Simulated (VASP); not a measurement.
A run of VASP 6.6.1 is set up as follows.

INCAR

```
ALGO = Normal
EDIFF = 1E-6
ENCUT = 500
GGA = PE
GGA_COMPAT = F
ISIF = 2
ISMEAR = 0
LASPH = T
LCHARG = F
LREAL = F
LWAVE = F
NBANDS = 15
NELM = 120
PREC = Accurate
SIGMA = 0.02
```

The input KPOINTS:

```
k-points
0
Gamma
  6 6 6
```

Contents of POSCAR:

```
CsBr
1.0
    4.2252673800      0.0000000000      0.0000000000
    0.0000000000      4.2252673800      0.0000000000
    0.0000000000      0.0000000000      4.2252673800
Cs Br
1 1
Direct
    0.0000000000      0.0000000000      0.0000000000
    0.5000000000      0.5000000000      0.5000000000
```

Potentials or basis: VASP PAW PBE potentials, release 64 (Cs_sv, Br).

Command:

```console
$ cat potpaw_PBE.64/Cs_sv/POTCAR potpaw_PBE.64/Br/POTCAR > POTCAR
$ mpirun -np 1 vasp_std > vasp.out
```

Problem. What does it give for the pressure?

Solution. 1.9 GPa.

Problem. Predict the band gap on the k mesh.

Solution. 4.68 eV.

Caveat: the cell differs from its parent crystal (strained); spin-orbit coupling is left out, which moves the levels of the heavy elements. A k mesh can miss the band edges.
